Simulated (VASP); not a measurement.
Set up this calculation in VASP 6.6.1, as the native input.

```yaml
Task: single point
Functional: PBEsol
Potentials_or_basis: VASP PAW PBE potentials, release 64 (Zn)
Cutoff: 520 eV
k_mesh: 24 × 24 × 10
Occupations: gaussian, width 0.15 eV
Spin: no spin polarisation
Dipole_correction: no
Further_INCAR_settings: ALGO = Fast; EDIFF = 1e-06; NBANDS = 19
```

The structure of Zn lies in POSCAR:

```
Zn
1.0
    2.6647980532      0.0000000000      0.0000000000
   -1.3323990266      2.3077828100      0.0000000000
    0.0000000000      0.0000000000      5.0209005000
Zn
2
Direct
    0.3333333333      0.6666666667      0.2500000000
    0.6666666667      0.3333333333      0.7500000000
```

This cell differs from its parent crystal: strain +0.000 along x and y, +0.015 along z.

These files were run (other wordings do the same):

INCAR

```
SYSTEM = Zn
PREC     = Accurate       ! precision mode
ENCUT    = 520            ! plane-wave cutoff, eV
EDIFF    = 1E-6           ! SCF threshold, eV
ISMEAR   = 0              ! smearing method
SIGMA    = 0.15           ! smearing width, eV
LREAL    = .False.        ! projectors in reciprocal space
LASPH    = .True.         ! aspherical terms in the spheres
NELM     = 100            ! most SCF steps
ALGO     = Fast           ! electronic algorithm
ISIF     = 2              ! what is computed and relaxed
LWAVE    = .False.        ! write WAVECAR
LCHARG   = .False.        ! write CHGCAR
GGA      = PS             ! functional
NBANDS   = 19             ! bands
```

KPOINTS

```
Automatic mesh
0
Gamma
  24 24 10
  0 0 0
```

Potentials or basis: VASP PAW PBE potentials, release 64 (Zn).

Command:

```bash
$ cat potpaw_PBE.64/Zn/POTCAR > POTCAR
$ mpirun -np 1 vasp_std > vasp.out
```

Results of the run:

```yaml
Pressure: -5.4 GPa
Band_gap_on_the_k_mesh: zero (bands 12 and 13 overlap by 4.69 eV)
```

Caveat: the cell differs from its parent crystal (strain +0.000 along x and y, +0.015 along z); the cell stands under tension; the PAW data sets were made with another functional, which shifts forces and pressure a little.

It took 72 s on 1 thread of Intel(R) Xeon(R) 6975P-C (Granite Rapids), on a shared host, peak memory 0.27 GiB.
